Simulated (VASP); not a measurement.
# H18CO10 in VASP: notebook

Runs on H18CO10. Level: PBE+D3(BJ). Tasks: single point.

Everything below comes from runs of VASP 6.6.1. Logs are shortened: lines on timing, memory, paths and dates and some standing lists are left out, and cuts for length are marked.

## 1. The cell of the first run

The cell holds an amorphous packing of atoms, 29 atoms: a = 6.717 Å, b = 6.717 Å, c = 6.717 Å, α = 90.00°, β = 90.00°, γ = 90.00°.

## 2. Single point, PBE+D3(BJ)

File INCAR:

```
SYSTEM = H18CO10
  PREC = Accurate
  ENCUT = 520
  EDIFF = 1E-6
  ISMEAR = -1
  SIGMA = 0.02
  LREAL = Auto
  LASPH = .TRUE.
  NELM = 100
  ALGO = Normal
  ISIF = 2
  LWAVE = .FALSE.
  LCHARG = .TRUE.
  GGA = PE
  IVDW = 12
  LELF = .TRUE.
  LVHAR = .TRUE.
  NBANDS = 61
```

File KPOINTS:

```
Automatic mesh
0
G
  1 1 1
  0 0 0
```

File POSCAR:

```
H18CO10
1.0
    6.7165700000      0.0000000000      0.0000000000
    0.0000000000      6.7165700000      0.0000000000
    0.0000000000      0.0000000000      6.7165700000
O H C
10 18 1
Direct
    0.4668752056     -0.0018461804      0.3915689109
    0.4926621773      0.6046538635      0.9376214348
    0.9333335318      0.6493790729      0.1528905379
    0.7912074169      0.9459590237      0.8799134082
    0.1648460449      0.3810873705      0.4736494967
    0.0816041521      0.1978837413      0.0830632302
    0.3665412554      0.6519547924      0.2770610594
    0.4176536536      0.2231198365      0.8333717954
    0.8757595022      0.5474520477      0.6206441681
    0.7795943465      0.2799643270      0.4441701642
    0.3549579622      0.0777629058      0.4394802704
    0.5862813907      0.0899268525      0.3984325333
    0.6308428260      0.6242918633      0.9336313029
    0.4770143094      0.4601604688      0.9211398080
    1.0605710951      0.6854093682      0.2185341625
    0.9088865299      0.7518867517      0.0514697234
    0.9044944071      1.0382233789      0.9277652135
    0.8547666443      0.8838439858      0.7713907545
    0.2531798224      0.4753319030      0.4032415355
    0.0954802823      0.3179003569      0.3622086869
    0.0353900875      0.3338013301      0.0507252958
    0.2131742839      0.1966479915      0.0155734251
    0.4057428122      0.7811874216      0.3345308692
    0.4028097675      0.6441234142      0.1370044532
    0.3750723956      0.2570955115      0.6940298396
    0.4996002424      0.1014654801      0.8412478393
    1.0132255005      0.4803940106      0.5920432602
    0.5891399926      0.5090246956      0.5303451017
    0.7360453327      0.4448103720      0.5247916719
```

Potentials or basis: VASP PAW PBE potentials, release 64 (O, H, C).

On the command line:

```console
$ cat potpaw_PBE.64/O/POTCAR potpaw_PBE.64/H/POTCAR potpaw_PBE.64/C/POTCAR > POTCAR
$ mpirun -np 1 vasp_gam > vasp.out
```

OUTCAR:

```text
SYSTEM = H18CO10
   PREC = Accurate
   ENCUT = 520
   EDIFF = 1E-6
   ISMEAR = -1
   LREAL = Auto
   LASPH = .TRUE.
   NELM = 100
   ISIF = 2
   GGA = PE
   IVDW = 12
 IVDW          = 12

 ion  position               nearest neighbor table
   1  0.467  0.998  0.392-  11 0.98  12 1.01
   2  0.493  0.605  0.938-  13 0.94  14 0.98
   3  0.933  0.649  0.153-  16 0.98  15 0.99
   4  0.791  0.946  0.880-  18 0.94  17 1.03
   5  0.165  0.381  0.474-  20 0.98  19 0.99
   6  0.082  0.198  0.083-  21 0.99  22 0.99
   7  0.367  0.652  0.277-  24 0.97  23 0.99
   8  0.418  0.223  0.833-  26 0.99  25 1.00
   9  0.876  0.547  0.621-  27 1.05  29 1.33
  10  0.780  0.280  0.444-  29 1.27
  11  0.355  0.078  0.439-   1 0.98
  12  0.586  0.090  0.398-   1 1.01
  13  0.631  0.624  0.934-   2 0.94
  14  0.477  0.460  0.921-   2 0.98
  15  0.061  0.685  0.219-   3 0.99
[... 11 lines left out ...]
  27  0.013  0.480  0.592-   9 1.05
  28  0.589  0.509  0.530-  29 1.08
  29  0.736  0.445  0.525-  28 1.08  10 1.27   9 1.33

  LATTYP: Found a simple cubic cell.
 ALAT       =     6.7165700000

  Lattice vectors:

 A1 = (   6.7165700000,   0.0000000000,   0.0000000000)
 A2 = (   0.0000000000,   6.7165700000,   0.0000000000)
 A3 = (   0.0000000000,   0.0000000000,   6.7165700000)

Analysis of symmetry for initial positions (statically):
=====================================================================
 Subroutine PRICEL returns:
 Original cell was already a primitive cell.

 Routine SETGRP: Setting up the symmetry group for a
 simple cubic supercell.

 Subroutine GETGRP returns: Found  1 space group operations
 (whereof  1 operations were pure point group operations)
 out of a pool of 48 trial point group operations.

The static configuration has the point symmetry C_1 .

Analysis of symmetry for dynamics (positions and initial velocities):
=====================================================================
 Subroutine PRICEL returns:
 Original cell was already a primitive cell.

 Routine SETGRP: Setting up the symmetry group for a
 simple cubic supercell.

 Subroutine GETGRP returns: Found  1 space group operations
 (whereof  1 operations were pure point group operations)
 out of a pool of 48 trial point group operations.

The dynamic configuration has the point symmetry C_1 .

 Subroutine INISYM returns: Found  1 space group operations
 (whereof  1 operations are pure point group operations),
 and found     1 'primitive' translations

----------------------------------------------------------------------------------------

                                     Primitive cell

  volume of cell :     303.0000

  direct lattice vectors                    reciprocal lattice vectors
     6.716570000  0.000000000  0.000000000     0.148885517  0.000000000  0.000000000
     0.000000000  6.716570000  0.000000000     0.000000000  0.148885517  0.000000000
     0.000000000  0.000000000  6.716570000     0.000000000  0.000000000  0.148885517

  length of vectors
     6.716570000  6.716570000  6.716570000     0.148885517  0.148885517  0.148885517

  position of ions in fractional coordinates (direct lattice)
     0.466875206  0.998153820  0.391568911
     0.492662177  0.604653863  0.937621435
     0.933333532  0.649379073  0.152890538
     0.791207417  0.945959024  0.879913408
     0.164846045  0.381087370  0.473649497
     0.081604152  0.197883741  0.083063230
[... 21 lines left out ...]
     0.589139993  0.509024696  0.530345102
     0.736045333  0.444810372  0.524791672

  ion indices of the primitive-cell ions
   primitive index   ion index
                 1           1
                 2           2
                 3           3
                 4           4
                 5           5
                 6           6
[... 21 lines left out ...]
                28          28
                29          29

----------------------------------------------------------------------------------------

 KPOINTS: Automatic mesh

Automatic generation of k-mesh.
 Grid dimensions read from file:
 generate k-points for:    1    1    1

 Generating k-lattice:

  Cartesian coordinates                     Fractional coordinates (reciprocal lattice)
     0.148885517  0.000000000  0.000000000     1.000000000  0.000000000  0.000000000
     0.000000000  0.148885517  0.000000000     0.000000000  1.000000000  0.000000000
     0.000000000  0.000000000  0.148885517     0.000000000  0.000000000  1.000000000

  Length of vectors
     0.148885517  0.148885517  0.148885517

  Shift w.r.t. Gamma in fractional coordinates (k-lattice)
     0.000000000  0.000000000  0.000000000

 Subroutine IBZKPT returns following result:
 ===========================================

 Found      1 irreducible k-points:

 Following reciprocal coordinates:
            Coordinates               Weight
  0.000000  0.000000  0.000000      1.000000
   k-points           NKPTS =      1   k-points in BZ     NKDIM =      1   number of bands    NBANDS=     61
   number of dos      NEDOS =    301   number of ions     NIONS =     29
   total plane-waves  NPLWV = 125000
   dimension x,y,z NGX =    50 NGY =   50 NGZ =   50
   dimension x,y,z NGXF=   100 NGYF=  100 NGZF=  100
   ions per type =              10  18   1
   NGX,Y,Z   is equivalent  to a cutoff of  12.38, 12.38, 12.38 a.u.
   NGXF,Y,Z  is equivalent  to a cutoff of  24.75, 24.75, 24.75 a.u.
 SYSTEM =  H18CO10
   PREC   = accura    normal or accurate (medium, high low for compatibility)
   ISTART =      0    job   : 0-new  1-cont  2-samecut
   ICHARG =      2    charge: 1-file 2-atom 10-const
   ISPIN  =      1    spin polarized calculation?
   LNONCOLLINEAR =      F non collinear calculations
   LSORBIT =      F    spin-orbit coupling
   LASPH  =      T    aspherical Exc in radial PAW
   ENCUT  =  520.0 eV  38.22 Ry    6.18 a.u.  12.49 12.49 12.49*2*pi/ulx,y,z
   NELM   =    100;   NELMIN=  2; NELMDL= -5     # of ELM steps
   EDIFF  = 0.1E-05   stopping-criterion for ELM
   LREAL  =      T    real-space projection
   EDIFFG = 0.1E-04   stopping-criterion for IOM
   NSW    =      0    number of steps for IOM
   IBRION =     -1    ionic relax: 0-MD 1-quasi-New 2-CG
   NFREE  =      0    steps in history (QN), initial steepest desc. (CG)
   ISIF   =      2    stress and relaxation
   ISYM   =      2    0-nonsym 1-usesym 2-fastsym
   POTIM  = 0.5000    time-step for ionic-motion
   TEBEG  =    0.0;   TEEND  =   0.0 temperature during run
   PSTRESS=    0.0 pullay stress
   NELECT =      82.0000    total number of electrons
   NUPDOWN=      -1.0000    fix difference up-down
   EMIN   =  10.00;   EMAX   =-10.00  energy-range for DOS
   EFERMI =   0.00;   METHOD = LEGACY
   ISMEAR =    -1;   SIGMA  =   0.02  broadening in eV -4-tet -1-fermi 0-gaus
   EFERMI_NEDOS =   21; number of points for ismear=-14 and -15
   IALGO  =     38    algorithm
   IMIX   =      4    mixing-type and parameters
     AMIX     =   0.40;   BMIX     =  1.00
     AMIX_MAG =   1.60;   BMIX_MAG =  1.00
  volume/ion in A,a.u.               =      10.45        70.51
  Fermi-wavevector in a.u.,A,eV,Ry     =   1.058925  2.001078 15.256517  1.121322
  Thomas-Fermi vector in A             =   2.194252
   LORBIT       =      0    0 simple, 1 ext, 2 COOP (PROOUT), +10 PAW based schemes
   GGA     = PE    functional components
   LHFCALC =     F    Hartree Fock is set to
   AEXX    =    0.0000 exact exchange contribution
   IVDW    =    12    specifies the selected vdW correction
   LEPSILON=     F    determine dielectric tensor
   LRPA    =     F    only Hartree local field effects (RPA)
 non-spin polarized calculation
  energy-cutoff  :      520.00
  volume of cell :      303.00
 maximum number of plane-waves:      4109
 NGX is ok and might be reduce to    50
   NGX = 25   NGY = 25   NGZ = 25

 number of electron      81.9999994 magnetization

 Free energy of the ion-electron system (eV)
  ---------------------------------------------------
  ext. energy  EPLUGINS =         0.00000000
  ---------------------------------------------------
  free energy    TOTEN  =      -146.73359878 eV

  energy without entropy =     -146.73359878  energy(sigma->0) =     -146.73359878

 E-fermi :  -2.6723     XC(G=0):  -6.8124

 val. band max:       -3.1674704703   @ k =   0.0000   0.0000   0.0000
 cond. band min:       1.3921420533   @ k =   0.0000   0.0000   0.0000
 fundamental gap:      4.5596125236
 Fermi energy:        -2.6722944898

 k-point     1 :       0.0000    0.0000    0.0000
  band No.  band energies     occupation
      1     -24.1851      2.00000
      2     -22.7692      2.00000
      3     -22.5164      2.00000
      4     -22.3407      2.00000
      5     -22.2444      2.00000
      6     -22.0065      2.00000
[... 45 lines left out ...]
     52       6.5231      0.00000
     53       6.6443      0.00000
 [bands above 53 left out]

------------------------ aborting loop because EDIFF is reached ----------------------------------------

 Edisp (eV)   -1.03856

 E8    (eV) :    -0.2188

  FORCE on cell =-STRESS in cart. coord.  units (eV):
  Direction    XX          YY          ZZ          XY          YZ          ZX
  --------------------------------------------------------------------------------------
  -------------------------------------------------------------------------------------
  Total       0.69123    -1.36690     2.36007     0.72684     1.11826    -3.56779
  in kB       3.65504    -7.22776    12.47938     3.84330     5.91304   -18.86545
  external pressure =        2.97 kB  Pullay stress =        0.00 kB

 VOLUME and BASIS-vectors are now :
 -----------------------------------------------------------------------------
  energy-cutoff  :      520.00
  volume of cell :      303.00
      direct lattice vectors                 reciprocal lattice vectors
     6.716570000  0.000000000  0.000000000     0.148885517  0.000000000  0.000000000
     0.000000000  6.716570000  0.000000000     0.000000000  0.148885517  0.000000000
     0.000000000  0.000000000  6.716570000     0.000000000  0.000000000  0.148885517

 POSITION                                       TOTAL-FORCE (eV/Angst)
 -----------------------------------------------------------------------------------
      3.13580      6.70417      2.63000         0.602432      1.166508      0.444827
      3.30900      4.06120      6.29760        -1.578482     -0.431919     -0.830891
      6.26880      4.36160      1.02690         0.539749     -0.223777      0.098811
      5.31420      6.35360      5.91000         0.901929      1.676918      1.756777
      1.10720      2.55960      3.18130         0.886195     -0.732487      0.637423
      0.54810      1.32910      0.55790         0.070026      0.564649     -0.442673
[... 21 lines left out ...]
      3.95700      3.41890      3.56210        -0.709854      0.378880     -0.116133
      4.94370      2.98760      3.52480         2.445163     -2.310597     -0.246486
 -----------------------------------------------------------------------------------
    total drift:                               -0.013912      0.014584     -0.008521

  FREE ENERGIE OF THE ION-ELECTRON SYSTEM (eV)
  ---------------------------------------------------
  free  energy   TOTEN  =      -147.7721552216 eV

  energy  without entropy=     -147.7721552216  energy(sigma->0) =     -147.77215522
```

Wall time 52 s (1 thread of AMD EPYC 7R13 (Zen 3), shared host); peak memory 0.29 GiB.

Results:

```yaml
Free_energy: -147.7722 eV
Pressure: 0.3 GPa
Largest_force: 3.373 eV/Å
Band_gap_on_the_k_mesh: 4.56 eV
Dispersion_energy_per_atom: -0.036 eV
```

Forces in eV/Å, atoms in the order of the input:
```
O    0.602  1.167  0.445
O   -1.578 -0.432 -0.831
O    0.540 -0.224  0.099
O    0.902  1.677  1.757
O    0.886 -0.732  0.637
O    0.070  0.565 -0.443
O   -1.482 -0.624  1.983
O   -0.418  0.180 -0.531
O   -1.008  0.543  0.311
O   -1.413  1.475  0.498
H    0.096 -0.011 -0.247
H   -0.544 -0.426 -0.050
H    1.951  0.561  0.062
H   -0.036 -0.276 -0.170
H   -0.321 -0.071 -0.409
H   -0.072  0.120  0.248
H   -1.295 -0.537  0.033
H    0.402 -0.991 -1.794
H    0.713  0.993 -0.348
H   -0.422 -0.532 -0.044
H   -0.235 -0.171  0.249
H   -0.143 -0.199 -0.016
H    0.281  0.212 -0.221
H    0.660  0.107 -0.891
H    0.315 -0.691  1.056
H    0.084  0.353 -0.507
H   -0.270 -0.104 -0.514
H   -0.710  0.379 -0.116
C    2.445 -2.311 -0.246
```

Caveat: the k points lie up to 0.94 Å⁻¹ apart.

[end of part 1 of 3]
